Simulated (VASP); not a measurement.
Input of a VASP 6.6.1 run:

The input INCAR:

```
PREC = Accurate ; ENCUT = 520
EDIFF = 1E-6 ; ISMEAR = 0
SIGMA = 0.01 ; LREAL = False
LASPH = True ; NELM = 80
ALGO = Normal ; ISIF = 2
LWAVE = False ; LCHARG = False
GGA = PS ; NBANDS = 16
```

The input KPOINTS:

```
Automatic mesh
0
Gamma
  12 12 6
```

Contents of POSCAR:

```
AlN
1.0
    3.3103302325      0.0000000000      0.0000000000
   -1.6551651163      2.8668300763      0.0000000000
    0.0000000000      0.0000000000      4.1591233080
Al N
2 2
Direct
    0.3333333333      0.6666666667      0.7500000000
    0.6666666667      0.3333333333      0.2500000000
    0.3333333333      0.6666666667      0.2500000000
    0.6666666667      0.3333333333      0.7500000000
```

Potentials or basis: VASP PAW PBE potentials, release 64 (Al, N).

Run with:

```console
$ cat potpaw_PBE.64/Al/POTCAR potpaw_PBE.64/N/POTCAR > POTCAR
$ mpirun -np 1 vasp_std > vasp.out
```

Task: Predict the pressure.

Result: -2.1 GPa.

Task: Predict the band gap on the k mesh.

Result: 3.26 eV, direct.

Caveat: the PAW data sets were made with another functional, which shifts forces and pressure a little. A hybrid or GW would open this gap; PBEsol tends to underestimate it.
